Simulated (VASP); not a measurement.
# TiAl3 (P1) in VASP: single point with PBE

Aim: the single point of TiAl3 with PBE.

Program: VASP 6.6.1. These are calculated values, not measurements. Logs are shortened: lines on timing, memory, paths and dates and some standing lists are left out, and cuts for length are marked.

### Step 1. The cell of the first run

The typed cell holds 8 atoms: a = 3.903 Å, b = 3.853 Å, c = 8.748 Å, α = 89.85°, β = 90.29°, γ = 90.94°.

### Step 2. Single point, PBE (atoms moved at random and the cell strained at random)

Input file INCAR:

```
PREC = Accurate ; ENCUT = 520
EDIFF = 1E-7 ; ISMEAR = 0
SIGMA = 0.15 ; LREAL = False
LASPH = True ; NELM = 100
ALGO = Normal ; ISIF = 2
LWAVE = False ; LCHARG = True
GGA = PE ; LELF = True
LVHAR = True ; NBANDS = 31
```

Input file KPOINTS:

```
regular mesh
0
Gamma
  10 10 4
```

Input file POSCAR:

```
TiAl3
1.0
    0.0318438123     -3.9032738113      0.0098194441
   -3.8533247320      0.0318438123     -0.0050389281
   -0.0112992974      0.0220191310     -8.7478611239
Ti Al
2 6
Direct
    0.5167109620      0.5393226630      0.4919468185
   -0.0459090702      0.0231889364      0.0164507203
    0.0000819505      0.0216511226      0.5183314052
    0.5215019281      0.4941773634     -0.0049015403
    0.0260764288      0.4504058931      0.2632136793
    0.4833049841     -0.0521446418      0.7357593334
    0.5071888876     -0.0230232696      0.2444419063
   -0.0089560709      0.5464219328      0.7347576774
```

Potentials or basis: VASP PAW PBE potentials, release 64 (Ti_sv, Al).

The run is started by

```sh
cat potpaw_PBE.64/Ti_sv/POTCAR potpaw_PBE.64/Al/POTCAR > POTCAR
mpirun -np 1 vasp_std > vasp.out
```

OUTCAR:

```text
PREC = Accurate
   ENCUT = 520
   EDIFF = 1E-7
   ISMEAR = 0
   LREAL = False
   LASPH = True
   NELM = 100
   ISIF = 2
   GGA = PE

 ion  position               nearest neighbor table
   1  0.517  0.539  0.492-   3 2.64   6 2.66   7 2.74   3 2.78   3 2.78   5 2.78   8 2.81   3 2.82
                             5 2.85   8 2.96   7 3.07   6 3.12
   2  0.954  0.023  0.016-   4 2.51   4 2.63   7 2.66   5 2.73   4 2.85   7 2.94   4 3.04   6 3.07
                             8 3.08   5 3.10
   3  0.000  0.022  0.518-   8 2.63   1 2.64   6 2.69   8 2.77   5 2.77   1 2.78   1 2.78   6 2.79
                             1 2.82   7 3.07   7 3.12   5 3.14
   4  0.522  0.494  0.995-   2 2.51   2 2.63   2 2.85   6 2.87   7 2.87   8 2.93   7 2.95   2 3.04
                             5 3.05   5 3.06   8 3.08   6 3.10
   5  0.026  0.450  0.263-   7 2.65   7 2.71   2 2.73   7 2.75   3 2.77   1 2.78   1 2.85   7 2.89
                             4 3.05   4 3.06   2 3.10   3 3.14
   6  0.483  0.948  0.736-   8 2.45   8 2.53   1 2.66   3 2.69   3 2.79   4 2.87   8 3.02   8 3.03
                             2 3.07   4 3.10   1 3.12
   7  0.507  0.977  0.244-   5 2.65   2 2.66   5 2.71   1 2.74   5 2.75   4 2.87   5 2.89   2 2.94
                             4 2.95   1 3.07   3 3.07   3 3.12
   8  0.991  0.546  0.735-   6 2.45   6 2.53   3 2.63   3 2.77   1 2.81   4 2.93   1 2.96   6 3.02
                             6 3.03   4 3.08   2 3.08

  LATTYP: Found a triclinic cell.
 ALAT       =     3.8534596027
 B/A-ratio  =     2.4782340123
 C/A-ratio  =     1.0129640523
 COS(alpha) =     0.0020077801
 COS(beta)  =     0.0164243316
 COS(gamma) =     0.4011130995

  Lattice vectors:

 A1 = (  -3.8533247320,   0.0318438123,  -0.0050389281)
 A2 = (  -3.8420254346,   0.0098246813,   8.7428221958)
 A3 = (  -0.0318438123,   3.9032738113,  -0.0098194441)

Analysis of symmetry for initial positions (statically):
=====================================================================
 Subroutine PRICEL returns:
 Original cell was already a primitive cell.

 Routine SETGRP: Setting up the symmetry group for a
 triclinic supercell.

 Subroutine GETGRP returns: Found  1 space group operations
 (whereof  1 operations were pure point group operations)
 out of a pool of  2 trial point group operations.

The static configuration has the point symmetry C_1 .

Analysis of symmetry for dynamics (positions and initial velocities):
=====================================================================
 Subroutine PRICEL returns:
 Original cell was already a primitive cell.

 Routine SETGRP: Setting up the symmetry group for a
 triclinic supercell.

 Subroutine GETGRP returns: Found  1 space group operations
 (whereof  1 operations were pure point group operations)
 out of a pool of  2 trial point group operations.

The dynamic configuration has the point symmetry C_1 .

 Subroutine INISYM returns: Found  1 space group operations
 (whereof  1 operations are pure point group operations),
 and found     1 'primitive' translations

----------------------------------------------------------------------------------------

                                     Primitive cell

  volume of cell :     131.5630

  direct lattice vectors                    reciprocal lattice vectors
     0.031843812 -3.903273811  0.009819444    -0.002116509 -0.256214079 -0.000642179
    -3.853324732  0.031843812 -0.005038928    -0.259534072 -0.002116509  0.000329903
    -0.011299297  0.022019131 -8.747861124     0.000147121 -0.000286380 -0.114314568

  length of vectors
     3.903416055  3.853459603  8.747896133     0.256223625  0.259542912  0.114315022

  position of ions in fractional coordinates (direct lattice)
     0.516710962  0.539322663  0.491946818
     0.954090930  0.023188936  0.016450720
     0.000081950  0.021651123  0.518331405
     0.521501928  0.494177363  0.995098460
     0.026076429  0.450405893  0.263213679
     0.483304984  0.947855358  0.735759333
     0.507188888  0.976976730  0.244441906
     0.991043929  0.546421933  0.734757677

  ion indices of the primitive-cell ions
   primitive index   ion index
                 1           1
                 2           2
                 3           3
                 4           4
                 5           5
                 6           6
                 7           7
                 8           8

----------------------------------------------------------------------------------------

 KPOINTS: regular mesh

Automatic generation of k-mesh.
 Grid dimensions read from file:
 generate k-points for:   10   10    4

 Generating k-lattice:

  Cartesian coordinates                     Fractional coordinates (reciprocal lattice)
    -0.000211651 -0.025621408 -0.000064218     0.100000000 -0.000000000 -0.000000000
    -0.025953407 -0.000211651  0.000032990    -0.000000000  0.100000000  0.000000000
     0.000036780 -0.000071595 -0.028578642    -0.000000000  0.000000000  0.250000000

  Length of vectors
     0.025622363  0.025954291  0.028578755

  Shift w.r.t. Gamma in fractional coordinates (k-lattice)
     0.000000000  0.000000000  0.000000000

 Subroutine IBZKPT returns following result:
 ===========================================

 Found    204 irreducible k-points:

 Following reciprocal coordinates:
            Coordinates               Weight
  0.000000  0.000000  0.000000      1.000000
  0.100000 -0.000000 -0.000000      2.000000
  0.200000 -0.000000 -0.000000      2.000000
  0.300000 -0.000000 -0.000000      2.000000
  0.400000 -0.000000  0.000000      2.000000
  0.500000 -0.000000 -0.000000      1.000000
[... 16 lines left out ...]
 -0.400000  0.200000  0.000000      2.000000
 -0.300000  0.200000 -0.000000      2.000000
 [... further k-points ...]
   k-points           NKPTS =    204   k-points in BZ     NKDIM =    204   number of bands    NBANDS=     31
   number of dos      NEDOS =    301   number of ions     NIONS =      8
   total plane-waves  NPLWV =  63000
   dimension x,y,z NGX =    30 NGY =   30 NGZ =   70
   dimension x,y,z NGXF=    60 NGYF=   60 NGZF=  140
   ions per type =               2   6
   NGX,Y,Z   is equivalent  to a cutoff of  12.78, 12.94, 13.30 a.u.
   NGXF,Y,Z  is equivalent  to a cutoff of  25.55, 25.89, 26.61 a.u.
 SYSTEM =  unknown system
   PREC   = accura    normal or accurate (medium, high low for compatibility)
   ISTART =      0    job   : 0-new  1-cont  2-samecut
   ICHARG =      2    charge: 1-file 2-atom 10-const
   ISPIN  =      1    spin polarized calculation?
   LNONCOLLINEAR =      F non collinear calculations
   LSORBIT =      F    spin-orbit coupling
   LASPH  =      T    aspherical Exc in radial PAW
   ENCUT  =  520.0 eV  38.22 Ry    6.18 a.u.   7.26  7.16 16.27*2*pi/ulx,y,z
   NELM   =    100;   NELMIN=  2; NELMDL= -5     # of ELM steps
   EDIFF  = 0.1E-06   stopping-criterion for ELM
   LREAL  =      F    real-space projection
   EDIFFG = 0.1E-05   stopping-criterion for IOM
   NSW    =      0    number of steps for IOM
   IBRION =     -1    ionic relax: 0-MD 1-quasi-New 2-CG
   NFREE  =      0    steps in history (QN), initial steepest desc. (CG)
   ISIF   =      2    stress and relaxation
   ISYM   =      2    0-nonsym 1-usesym 2-fastsym
   POTIM  = 0.5000    time-step for ionic-motion
   TEBEG  =    0.0;   TEEND  =   0.0 temperature during run
   PSTRESS=    0.0 pullay stress
   NELECT =      42.0000    total number of electrons
   NUPDOWN=      -1.0000    fix difference up-down
   EMIN   =  10.00;   EMAX   =-10.00  energy-range for DOS
   EFERMI =   0.00;   METHOD = LEGACY
   ISMEAR =     0;   SIGMA  =   0.15  broadening in eV -4-tet -1-fermi 0-gaus
   EFERMI_NEDOS =   21; number of points for ismear=-14 and -15
   IALGO  =     38    algorithm
   IMIX   =      4    mixing-type and parameters
     AMIX     =   0.40;   BMIX     =  1.00
     AMIX_MAG =   1.60;   BMIX_MAG =  1.00
  volume/ion in A,a.u.               =      16.45       110.98
  Fermi-wavevector in a.u.,A,eV,Ry     =   1.118871  2.114360 17.032756  1.251872
  Thomas-Fermi vector in A             =   2.255506
   LORBIT       =      0    0 simple, 1 ext, 2 COOP (PROOUT), +10 PAW based schemes
   GGA     = PE    functional components
   LHFCALC =     F    Hartree Fock is set to
   AEXX    =    0.0000 exact exchange contribution
   IVDW    =     0    specifies the selected vdW correction
   LEPSILON=     F    determine dielectric tensor
   LRPA    =     F    only Hartree local field effects (RPA)
 non-spin polarized calculation
 Gauss-broadening in eV      SIGMA  =   0.15
  energy-cutoff  :      520.00
  volume of cell :      131.56
 maximum number of plane-waves:      3566
 NGX is ok and might be reduce to    30
   NGX = 15   NGY = 15   NGZ = 33

 number of electron      41.9999996 magnetization

 Free energy of the ion-electron system (eV)
  ---------------------------------------------------
  ext. energy  EPLUGINS =         0.00000000
  ---------------------------------------------------
  free energy    TOTEN  =       -39.95704944 eV

  energy without entropy =      -39.91546222  energy(sigma->0) =      -39.93625583

 E-fermi :   7.8533     XC(G=0): -10.5696

 val. band max:        7.8502799080   @ k =  -0.1000   0.3000   0.2500
 cond. band min:       7.8553100063   @ k =  -0.3000   0.1000   0.5000
 fundamental gap:      0.0050300983
 Fermi energy:         7.8533352559

 k-point     1 :       0.0000    0.0000    0.0000
  band No.  band energies     occupation
      1     -48.7417      2.00000
      2     -48.6757      2.00000
      3     -25.0515      2.00000
      4     -25.0289      2.00000
      5     -25.0128      2.00000
      6     -25.0003      2.00000
[... 23 lines left out ...]
     30      11.1754      0.00000
     31      11.2297      0.00000

 k-point     2 :       0.1000   -0.0000   -0.0000
  band No.  band energies     occupation
      1     -48.7416      2.00000
      2     -48.6756      2.00000
      3     -25.0528      2.00000
      4     -25.0295      2.00000
      5     -25.0139      2.00000
      6     -25.0002      2.00000
[... 740 lines left out ...]
 k-point    24 :      -0.3000    0.2000   -0.0000
  band No.  band energies     occupation
      1     -48.7407      2.00000
      2     -48.6747      2.00000
      3     -25.0628      2.00000
      4     -25.0363      2.00000
      5     -25.0239      2.00000
      6     -24.9992      2.00000
[... 23 lines left out ...]
     30      10.9313      0.00000
     31      11.2385      0.00000

 [... further k-points ...]
[... 5 lines left out ...]
  --------------------------------------------------------------------------------------
  -------------------------------------------------------------------------------------
  Total        1.7015197      1.2403347      0.0555611      1.0829840      0.1305146     -1.0674950
  in kB       20.7211478     15.1048252      0.6766247     13.1886044      1.5894100    -12.9999800
  external PRESSURE =      12.1675325 kB  Pullay stress =       0.0000000 kB

 VOLUME and BASIS-vectors are now :
 -----------------------------------------------------------------------------
  energy-cutoff  :      520.00
  volume of cell :      131.56
      direct lattice vectors                 reciprocal lattice vectors
     0.031843812 -3.903273811  0.009819444    -0.002116509 -0.256214079 -0.000642179
    -3.853324732  0.031843812 -0.005038928    -0.259534072 -0.002116509  0.000329903
    -0.011299297  0.022019131 -8.747861124     0.000147121 -0.000286380 -0.114314568

 POSITION                                       TOTAL-FORCE (eV/Angst)
 -----------------------------------------------------------------------------------
     -2.06729     -1.98886     -4.30113         1.287452      0.770719     -0.514322
     -0.05916     -3.72298     -0.13466         1.177408     -2.355414      1.736740
     -0.08928      0.01178     -4.53440        -0.446851     -0.203596      0.899769
     -1.89886     -1.99792     -8.70235        -0.534564      1.553924     -0.101449
     -1.73770     -0.08165     -2.30457        -1.042674      0.555371      0.380287
     -3.64532     -1.84009     -6.43635        -2.203661     -0.673567     -1.059352
     -3.75122     -1.94320     -2.13829        -0.047482      0.025732     -0.423335
     -2.08228     -3.83474     -6.42058         1.810372      0.326829     -0.918338
 -----------------------------------------------------------------------------------
    total drift:                                0.000309     -0.000011     -0.000119

  FREE ENERGIE OF THE ION-ELECTRON SYSTEM (eV)
  ---------------------------------------------------
  free  energy   TOTEN  =       -39.9570494351 eV

  energy  without entropy=      -39.9154622221  energy(sigma->0) =      -39.93625583
```

Wall time 16 min (1 thread of Intel Xeon Platinum 8259CL at 2.50GHz (Skylake/Cascade Lake), shared host); peak memory 0.71 GiB.

What came out:

```
Free energy            : -39.9570 eV
Pressure               : 1.2 GPa
Largest force          : 3.154 eV/Å
Band gap on the k mesh : zero (band 21 reaches 8.47 eV, above the bottom of band 22 at 6.78 eV)
```

Forces on the atoms (eV/Å):
```
Ti   1.287  0.771 -0.514
Ti   1.177 -2.355  1.737
Al  -0.447 -0.204  0.900
Al  -0.535  1.554 -0.101
Al  -1.043  0.555  0.380
Al  -2.204 -0.674 -1.059
Al  -0.047  0.026 -0.423
Al   1.810  0.327 -0.918
```

Levels at points of the mesh, in eV from the Fermi level:
```
           k point  band 18  band 19  band 20  band 21  band 22  band 23  band 24  band 25
(0.00, 0.00, 0.00)    -0.91    -0.77    -0.19     0.53     0.63     0.79     0.86     1.71
(0.50, 0.00, 0.00)    -1.05    -0.81    -0.78     0.24     0.50     1.59     1.64     1.77
(0.00, 0.50, 0.00)    -0.89    -0.82    -0.74    -0.04     0.27     1.72     1.74     1.85
(0.50, 0.50, 0.00)    -2.54    -2.32    -2.07    -0.90    -0.78     1.55     1.61     1.84
(0.00, 0.00, 0.50)    -0.82    -0.53    -0.02     0.62     0.74     0.94     1.11     1.19
(0.50, 0.00, 0.50)    -0.87    -0.40    -0.29     0.43     0.65     1.59     1.63     1.98
(0.00, 0.50, 0.50)    -0.83    -0.39    -0.12     0.22     0.45     1.28     1.72     1.74
(0.50, 0.50, 0.50)    -1.94    -1.54    -1.47    -1.25    -1.06     0.66     0.78     1.60
```

Caveat: the cell differs from its parent crystal (atoms moved at random and the cell strained at random); forces of over 1 eV/Å act on the atoms, so gaps and moduli don't describe the material at rest.
